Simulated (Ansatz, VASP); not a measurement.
# One calculation of W, two programs

```xyz
2
Lattice="0.0000 -1.9865 -1.9865 0.0000 1.9865 -1.9865 3.9730 0.0000 0.0000" Properties=species:S:1:pos:R:3 pbc="T T T"
W     1.9185    0.0000   -1.9865
W     0.0680    0.0000    0.0000
```

Change from the starting cell: mode 4 frozen in at +0.000 Å and mode 6 at -0.068 Å (largest displacements).

Alike in both runs: task single point; functional LDA; k mesh 16 × 16 × 12; occupations gaussian, width 0.15 eV; no spin polarisation.

```csv
,VASP,Ansatz
version,VASP 6.6.1,Ansatz 0.2.0
potentials or method,"VASP PAW LDA potentials, release 64 (W_sv), cutoff 500 eV","scalar-relativistic, plane waves, PAW"
valence electrons in the cell,28,28
```

|  | VASP | Ansatz | Ansatz less VASP |
| --- | --- | --- | --- |
| gap on the k mesh at the Fermi level (eV) | none | none | - |
| pressure (GPa) | 4.2 | 2.5 | -1.70 |
| traceless stress, the component that is largest in VASP (GPa) | -5.89 | -5.88 | +0.008 |
| rms of the force components (eV/Å) | 1.206 | 1.183 | -0.0236 |

Ansatz warns that its potentials were made for another functional, while VASP's fit it. LDA's correlation is that of Perdew and Zunger in VASP and of Perdew and Wang (1992) in Ansatz. Atom by atom the forces differ by 0.024 eV/Å (rms over components). A gap of «none» marks a metal or a gap that the smearing closes.

Neither program's run includes spin-orbit coupling.
